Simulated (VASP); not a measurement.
The system is Au.

```
Au
1.0
     2.88375    0.00000    0.00000
    -1.44187    2.49740    0.00000
     0.00000    0.00000    4.70916
Au
2
Direct
  0.33333 0.66667 0.25000
  0.66667 0.33333 0.75000
```

This isn't the form of Au at room conditions, which is fcc.

```yaml
Program: VASP 6.6.1
Task: relaxation of cell and atoms
Functional: r2SCAN
Potentials_or_basis: VASP PAW PBE potentials, release 64 (Au)
Cutoff: 600 eV
k_mesh: 13 × 13 × 7
Occupations: fermi-dirac, width 0.1 eV
Spin: no spin polarisation
```

At the start: pressure 6.2 GPa; volume 16.96 Å³/atom.

Q: How do energy, volume and symmetry change on relaxing?

A: Over 9 steps the energy falls by 14.4 meV/atom and the volume is 17.59 Å³/atom (+3.7 %); space group P6_3/mmc (No. 194, to 0.1 Å) before and after.

The path:
| step | energy change (eV) | largest force (eV/Å) | pressure (GPa) | volume (Å³) |
| --- | --- | --- | --- | --- |
| 1 | 0.0000 | 0.0000 | 6.21 | 33.91 |
| 2 | 0.0234 | 0.0000 | -7.40 | 37.24 |
| 3 | -0.0254 | 0.0000 | -0.31 | 35.24 |
| 4 | -0.0254 | 0.0000 | -0.19 | 35.21 |
| 5 | -0.0280 | 0.0000 | -0.02 | 35.18 |
| 6 | -0.0287 | 0.0000 | 0.12 | 35.15 |
| 7 | -0.0287 | 0.0000 | 0.20 | 35.14 |
| 8 | -0.0287 | 0.0000 | -0.29 | 35.26 |
| 9 | -0.0288 | 0.0000 | 0.01 | 35.18 |

Final structure:
```cif
data_structure
_symmetry_space_group_name_H-M 'P 1'
_symmetry_Int_Tables_number 1
_cell_length_a 2.8934
_cell_length_b 2.8934
_cell_length_c 4.8529
_cell_angle_alpha 90.000
_cell_angle_beta 90.000
_cell_angle_gamma 120.000
_cell_volume 35.18
loop_
_atom_site_label
_atom_site_type_symbol
_atom_site_fract_x
_atom_site_fract_y
_atom_site_fract_z
_atom_site_occupancy
Au1 Au 0.33333 0.66667 0.25000 1
Au2 Au 0.66667 0.33333 0.75000 1
```

Caveat: the PAW data sets were made with another functional, which shifts forces and pressure a little.
